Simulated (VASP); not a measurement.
# La3Sc3F (Pm-3m) in VASP: a series of runs

La3Sc3F is run at these levels: PBE; tasks: single point.

Everything below comes from runs of VASP 6.6.1. Logs are shortened: lines on timing, memory, paths and dates and some standing lists are left out, and cuts for length are marked.

### 1 The cell of the first run

The structure is cubic, space group Pm-3m (No. 221). The conventional cell has a = 5.978 Å, b = 5.978 Å, c = 5.978 Å, α = 90.00°, β = 90.00°, γ = 90.00°. Within 3.9 Å of La (site symmetry 4/mmm) lie 4 Sc at 2.99 Å. Sc (site symmetry 4/mmm) has 4 La at 2.99 Å and 2 F at 2.99 Å within 3.9 Å. F (site symmetry m-3m) has 6 Sc at 2.99 Å within 3.9 Å.

### 2 Single point, PBE, collinear spin, ferromagnetic start

INCAR

```
  PREC = Accurate
  ENCUT = 520
  EDIFF = 1E-7
  ISMEAR = 0
  SIGMA = 0.1
  LREAL = False
  LASPH = True
  NELM = 150
  ALGO = Normal
  ISIF = 2
  LWAVE = False
  LCHARG = True
  ISPIN = 2
  MAGMOM = 0.28 0.28 0.28 0.47 0.47 0.47 0
  LORBIT = 11
  LMAXMIX = 6
  GGA = PE
  LELF = True
  LVHAR = True
  NBANDS = 50
```

KPOINTS

```
regular mesh
0
Gamma
  6 6 6
```

POSCAR

```
La3Sc3F
1.0
    5.9779337028      0.0000000000      0.0000000000
    0.0000000000      5.9779337028      0.0000000000
    0.0000000000      0.0000000000      5.9779337028
La Sc F
3 3 1
Direct
    0.0000000000      0.5000000000      0.0000000000
    0.5000000000      0.0000000000      0.0000000000
    0.0000000000      0.0000000000      0.5000000000
    0.0000000000      0.5000000000      0.5000000000
    0.5000000000      0.5000000000      0.0000000000
    0.5000000000      0.0000000000      0.5000000000
    0.5000000000      0.5000000000      0.5000000000
```

Potentials or basis: VASP PAW PBE potentials, release 64 (La, Sc_sv, F).

Started as:

```
$ cat potpaw_PBE.64/La/POTCAR potpaw_PBE.64/Sc_sv/POTCAR potpaw_PBE.64/F/POTCAR > POTCAR
$ mpirun -np 1 vasp_std > vasp.out
```

OUTCAR:

```text
PREC = Accurate
   ENCUT = 520
   EDIFF = 1E-7
   ISMEAR = 0
   LREAL = False
   LASPH = True
   NELM = 150
   ISIF = 2
   ISPIN = 2
   LORBIT = 11
   GGA = PE

 ion  position               nearest neighbor table
   1  0.000  0.500  0.000-   4 2.99   5 2.99   4 2.99   5 2.99
   2  0.500  0.000  0.000-   5 2.99   6 2.99   6 2.99   5 2.99
   3  0.000  0.000  0.500-   4 2.99   6 2.99   4 2.99   6 2.99
   4  0.000  0.500  0.500-   1 2.99   3 2.99   1 2.99   3 2.99
   5  0.500  0.500  0.000-   1 2.99   2 2.99   2 2.99   1 2.99
   6  0.500  0.000  0.500-   2 2.99   3 2.99   2 2.99   3 2.99
   7  0.500  0.500  0.500-

  LATTYP: Found a simple cubic cell.
 ALAT       =     5.9779337028

  Lattice vectors:

 A1 = (   5.9779337028,   0.0000000000,   0.0000000000)
 A2 = (   0.0000000000,   5.9779337028,   0.0000000000)
 A3 = (   0.0000000000,   0.0000000000,   5.9779337028)

Analysis of symmetry for initial positions (statically):
=====================================================================
 Subroutine PRICEL returns:
 Original cell was already a primitive cell.

 Routine SETGRP: Setting up the symmetry group for a
 simple cubic supercell.

 Subroutine GETGRP returns: Found 48 space group operations
 (whereof 48 operations were pure point group operations)
 out of a pool of 48 trial point group operations.

The static configuration has the point symmetry O_h .

Analysis of symmetry for dynamics (positions and initial velocities):
=====================================================================
 Subroutine PRICEL returns:
 Original cell was already a primitive cell.

 Routine SETGRP: Setting up the symmetry group for a
 simple cubic supercell.

 Subroutine GETGRP returns: Found 48 space group operations
 (whereof 48 operations were pure point group operations)
 out of a pool of 48 trial point group operations.

The dynamic configuration has the point symmetry O_h .

Analysis of structural, dynamic, and magnetic symmetry:
=====================================================================
 Subroutine PRICEL returns:
 Original cell was already a primitive cell.

 Routine SETGRP: Setting up the symmetry group for a
 simple cubic supercell.

 Subroutine GETGRP returns: Found 48 space group operations
 (whereof 48 operations were pure point group operations)
 out of a pool of 48 trial point group operations.

The overall configuration has the point symmetry O_h .

 Subroutine INISYM returns: Found 48 space group operations
 (whereof 48 operations are pure point group operations),
 and found     1 'primitive' translations

----------------------------------------------------------------------------------------

                                     Primitive cell

  volume of cell :     213.6256

  direct lattice vectors                    reciprocal lattice vectors
     5.977933703  0.000000000  0.000000000     0.167281882  0.000000000  0.000000000
     0.000000000  5.977933703  0.000000000     0.000000000  0.167281882  0.000000000
     0.000000000  0.000000000  5.977933703     0.000000000  0.000000000  0.167281882

  length of vectors
     5.977933703  5.977933703  5.977933703     0.167281882  0.167281882  0.167281882

  position of ions in fractional coordinates (direct lattice)
     0.000000000  0.500000000  0.000000000
     0.500000000  0.000000000  0.000000000
     0.000000000  0.000000000  0.500000000
     0.000000000  0.500000000  0.500000000
     0.500000000  0.500000000  0.000000000
     0.500000000  0.000000000  0.500000000
     0.500000000  0.500000000  0.500000000

  ion indices of the primitive-cell ions
   primitive index   ion index
                 1           1
                 2           2
                 3           3
                 4           4
[... 35 lines left out ...]
  0.500000  0.000000  0.000000      3.000000
  0.166667  0.166667  0.000000     12.000000
  0.333333  0.166667  0.000000     24.000000
[... 12 lines left out ...]
  0.500000  0.500000  0.333333      6.000000
  0.500000  0.500000  0.500000      1.000000
   k-points           NKPTS =     20   k-points in BZ     NKDIM =     20   number of bands    NBANDS=     50
   number of dos      NEDOS =    301   number of ions     NIONS =      7
   total plane-waves  NPLWV = 110592
   dimension x,y,z NGX =    48 NGY =   48 NGZ =   48
   dimension x,y,z NGXF=    96 NGYF=   96 NGZF=   96
   ions per type =               3   3   1
   NGX,Y,Z   is equivalent  to a cutoff of  13.35, 13.35, 13.35 a.u.
   NGXF,Y,Z  is equivalent  to a cutoff of  26.70, 26.70, 26.70 a.u.
 SYSTEM =  unknown system
   PREC   = accura    normal or accurate (medium, high low for compatibility)
   ISTART =      0    job   : 0-new  1-cont  2-samecut
   ICHARG =      2    charge: 1-file 2-atom 10-const
   ISPIN  =      2    spin polarized calculation?
   LNONCOLLINEAR =      F non collinear calculations
   LSORBIT =      F    spin-orbit coupling
   LASPH  =      T    aspherical Exc in radial PAW
   ENCUT  =  520.0 eV  38.22 Ry    6.18 a.u.  11.11 11.11 11.11*2*pi/ulx,y,z
   NELM   =    150;   NELMIN=  2; NELMDL= -5     # of ELM steps
   EDIFF  = 0.1E-06   stopping-criterion for ELM
   LREAL  =      F    real-space projection
   EDIFFG = 0.1E-05   stopping-criterion for IOM
   NSW    =      0    number of steps for IOM
   IBRION =     -1    ionic relax: 0-MD 1-quasi-New 2-CG
   NFREE  =      0    steps in history (QN), initial steepest desc. (CG)
   ISIF   =      2    stress and relaxation
   ISYM   =      2    0-nonsym 1-usesym 2-fastsym
   POTIM  = 0.5000    time-step for ionic-motion
   TEBEG  =    0.0;   TEEND  =   0.0 temperature during run
   PSTRESS=    0.0 pullay stress
   NELECT =      73.0000    total number of electrons
   NUPDOWN=      -1.0000    fix difference up-down
   EMIN   =  10.00;   EMAX   =-10.00  energy-range for DOS
   EFERMI =   0.00;   METHOD = LEGACY
   ISMEAR =     0;   SIGMA  =   0.10  broadening in eV -4-tet -1-fermi 0-gaus
   EFERMI_NEDOS =   21; number of points for ismear=-14 and -15
   IALGO  =     38    algorithm
   IMIX   =      4    mixing-type and parameters
     AMIX     =   0.40;   BMIX     =  1.00
     AMIX_MAG =   1.60;   BMIX_MAG =  1.00
  volume/ion in A,a.u.               =      30.52       205.95
  Fermi-wavevector in a.u.,A,eV,Ry     =   1.144541  2.162869 17.823280  1.309974
  Thomas-Fermi vector in A             =   2.281233
   LORBIT       =     11    0 simple, 1 ext, 2 COOP (PROOUT), +10 PAW based schemes
   GGA     = PE    functional components
   LHFCALC =     F    Hartree Fock is set to
   AEXX    =    0.0000 exact exchange contribution
   IVDW    =     0    specifies the selected vdW correction
   LEPSILON=     F    determine dielectric tensor
   LRPA    =     F    only Hartree local field effects (RPA)
 spin polarized calculation
 Gauss-broadening in eV      SIGMA  =   0.10
  energy-cutoff  :      520.00
  volume of cell :      213.63
 maximum number of plane-waves:      5832
 NGX is ok and might be reduce to    48
   NGX = 23   NGY = 23   NGZ = 23

 number of electron      73.0000002 magnetization       1.9882318

 Free energy of the ion-electron system (eV)
  ---------------------------------------------------
  ext. energy  EPLUGINS =         0.00000000
  ---------------------------------------------------
  free energy    TOTEN  =       -32.86575145 eV

  energy without entropy =      -32.80731193  energy(sigma->0) =      -32.83653169

 E-fermi :   4.9764     XC(G=0):  -9.1736

 val. band max:        4.9643754528   @ k =   0.5000   0.3333   0.1667
 cond. band min:       4.9817603405   @ k =   0.5000   0.5000   0.1667
 fundamental gap:      0.0173848877
 Fermi energy:         4.9764467469

 spin component 1

 k-point     1 :       0.0000    0.0000    0.0000
  band No.  band energies     occupation
      1     -44.7281      1.00000
      2     -44.7259      1.00000
      3     -44.7259      1.00000
      4     -27.6059      1.00000
      5     -27.5637      1.00000
      6     -27.5637      1.00000
[... 1009 lines left out ...]
     47       6.1608      0.00000
     48       6.2907      0.00000
 Fermi energy:         4.9764467469

 spin component 2

 k-point     1 :       0.0000    0.0000    0.0000
  band No.  band energies     occupation
      1     -44.5021      1.00000
      2     -44.4999      1.00000
      3     -44.4999      1.00000
      4     -27.5393      1.00000
      5     -27.4975      1.00000
      6     -27.4975      1.00000
[... 1009 lines left out ...]
     47       6.3646      0.00000
     48       6.5286      0.00000
 [bands above 48 left out]

------------------------ aborting loop because EDIFF is reached ----------------------------------------

  FORCE on cell =-STRESS in cart. coord.  units (eV):
  Direction    XX          YY          ZZ          XY          YZ          ZX
  --------------------------------------------------------------------------------------
  -------------------------------------------------------------------------------------
  Total        0.0624063      0.0624063      0.0624063     -0.0000000     -0.0000000      0.0000000
  in kB        0.4680427      0.4680427      0.4680427     -0.0000000     -0.0000000      0.0000000
  external PRESSURE =       0.4680427 kB  Pullay stress =       0.0000000 kB

 VOLUME and BASIS-vectors are now :
 -----------------------------------------------------------------------------
  energy-cutoff  :      520.00
  volume of cell :      213.63
      direct lattice vectors                 reciprocal lattice vectors
     5.977933703  0.000000000  0.000000000     0.167281882  0.000000000  0.000000000
     0.000000000  5.977933703  0.000000000     0.000000000  0.167281882  0.000000000
     0.000000000  0.000000000  5.977933703     0.000000000  0.000000000  0.167281882

 POSITION                                       TOTAL-FORCE (eV/Angst)
 -----------------------------------------------------------------------------------
      0.00000      2.98897      0.00000         0.000000      0.000000      0.000000
      2.98897      0.00000      0.00000         0.000000      0.000000      0.000000
      0.00000      0.00000      2.98897         0.000000      0.000000      0.000000
      0.00000      2.98897      2.98897         0.000000      0.000000      0.000000
      2.98897      2.98897      0.00000         0.000000      0.000000      0.000000
      2.98897      0.00000      2.98897         0.000000      0.000000      0.000000
      2.98897      2.98897      2.98897         0.000000      0.000000      0.000000
 -----------------------------------------------------------------------------------
    total drift:                                0.000000      0.000000      0.000000

  FREE ENERGIE OF THE ION-ELECTRON SYSTEM (eV)
  ---------------------------------------------------
  free  energy   TOTEN  =       -32.8657514549 eV

  energy  without entropy=      -32.8073119273  energy(sigma->0) =      -32.83653169

 total charge

# of ion       s       p       d       f       tot
--------------------------------------------------
    1        2.063   5.537   1.044   0.073   8.717
    2        2.063   5.537   1.044   0.073   8.717
    3        2.063   5.537   1.044   0.073   8.717
    4        2.268   6.022   1.195   0.000   9.485
    5        2.268   6.022   1.195   0.000   9.485
    6        2.268   6.022   1.195   0.000   9.485
    7        1.749   4.240   0.000   0.000   5.988
--------------------------------------------------
tot         14.742  38.916   6.718   0.218  60.594

 magnetization (x)

# of ion       s       p       d       f       tot
--------------------------------------------------
    1        0.008   0.000   0.141   0.014   0.163
    2        0.008   0.000   0.141   0.014   0.163
    3        0.008   0.000   0.141   0.014   0.163
    4        0.009   0.013   0.271   0.000   0.293
    5        0.009   0.013   0.271   0.000   0.293
    6        0.009   0.013   0.271   0.000   0.293
    7       -0.000   0.020   0.000   0.000   0.019
--------------------------------------------------
tot          0.052   0.058   1.234   0.041   1.386
```

It took 7.6 min on 1 thread of AMD EPYC 9R45 (Zen 5), shared host; peak memory 0.6 GiB.

What came out:

```
Free energy                                           : -32.8658 eV
Pressure                                              : 0.0 GPa
Net moment                                            : 1.99 μB per cell
Site moments                                          : La +0.16; Sc +0.29; F +0.02 μB
Valence electrons inside the program's atomic spheres : La 8.72; Sc 9.48; F 5.99
```

Levels at points of the mesh, in eV from the Fermi level:
Spin up:
```csv
k point,band 35,band 36,band 37,band 38,band 39,band 40
"(0.00, 0.00, 0.00)",-0.67,-0.45,-0.32,-0.32,-0.19,-0.19
"(0.50, 0.00, 0.00)",-0.51,-0.39,-0.39,-0.37,-0.34,0.75
"(0.50, 0.50, 0.00)",-0.25,-0.25,0.18,0.51,0.51,0.65
"(0.50, 0.50, 0.50)",0.36,0.36,0.70,0.70,0.81,0.81
```
Spin down:
| k point | band 32 | band 33 | band 34 | band 35 | band 36 | band 37 | band 38 | band 39 | band 40 | band 41 |
| --- | --- | --- | --- | --- | --- | --- | --- | --- | --- | --- |
| (0.00, 0.00, 0.00) | -1.42 | -1.14 | -1.14 | -0.60 | 0.01 | 0.01 | 0.01 | 0.06 | 0.15 | 0.15 |
| (0.50, 0.00, 0.00) | -0.68 | -0.62 | -0.36 | -0.36 | -0.22 | -0.22 | -0.20 | 0.12 | 1.00 | 1.07 |
| (0.50, 0.50, 0.00) | -0.51 | -0.30 | -0.25 | 0.01 | 0.01 | 0.35 | 0.66 | 0.66 | 0.86 | 0.89 |
| (0.50, 0.50, 0.50) | -0.76 | 0.15 | 0.53 | 0.53 | 0.53 | 0.85 | 0.85 | 1.10 | 1.10 | 1.10 |

Caveat: spin-orbit coupling is left out, which moves the levels of the heavy elements.

### 3 Single point, PBE

This run uses another cell than the first one, of 24.06 Å³/atom, 0.788 times its volume.

INCAR

```
SYSTEM = La3Sc3F
PREC = Accurate
ENCUT = 520
EDIFF = 1E-7
ISMEAR = 0
SIGMA = 0.1
LREAL = .False.
LASPH = .True.
NELM = 100
ALGO = Normal
ISIF = 2
LWAVE = .False.
LCHARG = .False.
GGA = PE
NBANDS = 46
```

KPOINTS

```
regular mesh
0
Gamma
  4 4 4
  0 0 0
```

Edit POSCAR of step 2 so:

```diff
@@ -2,5 +2,5 @@
 1.0
-    5.9779337028      0.0000000000      0.0000000000
-    0.0000000000      5.9779337028      0.0000000000
-    0.0000000000      0.0000000000      5.9779337028
+    5.5226425700      0.0000000000      0.0000000000
+    0.0000000000      5.5226425700      0.0000000000
+    0.0000000000      0.0000000000      5.5226425700
 La Sc F
```

Potentials or basis: VASP PAW PBE potentials, release 64 (La, Sc_sv, F).

Started as:

```
$ cat potpaw_PBE.64/La/POTCAR potpaw_PBE.64/Sc_sv/POTCAR potpaw_PBE.64/F/POTCAR > POTCAR
$ mpirun -np 1 vasp_std > vasp.out
```

Run time: 80 s. Hardware: 1 thread of AMD EPYC 9R45 (Zen 5), shared host; peak memory 0.27 GiB.

Results (log left out):

- Free energy: -31.7926 eV
- Pressure: 8.2 GPa

Levels at points of the mesh, in eV from the Fermi level:
| k point | band 34 | band 35 | band 36 | band 37 | band 38 | band 39 |
| --- | --- | --- | --- | --- | --- | --- |
| (0.00, 0.00, 0.00) | -1.23 | -1.05 | -0.41 | -0.41 | -0.41 | -0.36 |
| (0.50, 0.00, 0.00) | -0.71 | -0.71 | -0.57 | -0.57 | -0.34 | -0.19 |
| (0.50, 0.50, 0.00) | -0.18 | -0.18 | 0.01 | 0.20 | 0.59 | 0.59 |
| (0.50, 0.50, 0.50) | 0.55 | 0.55 | 0.55 | 0.71 | 0.71 | 1.38 |

Caveat: spin-orbit coupling is left out, which moves the levels of the heavy elements; an odd number of electrons without spin polarisation forces a metal; a magnetic or distorted state may lie lower.
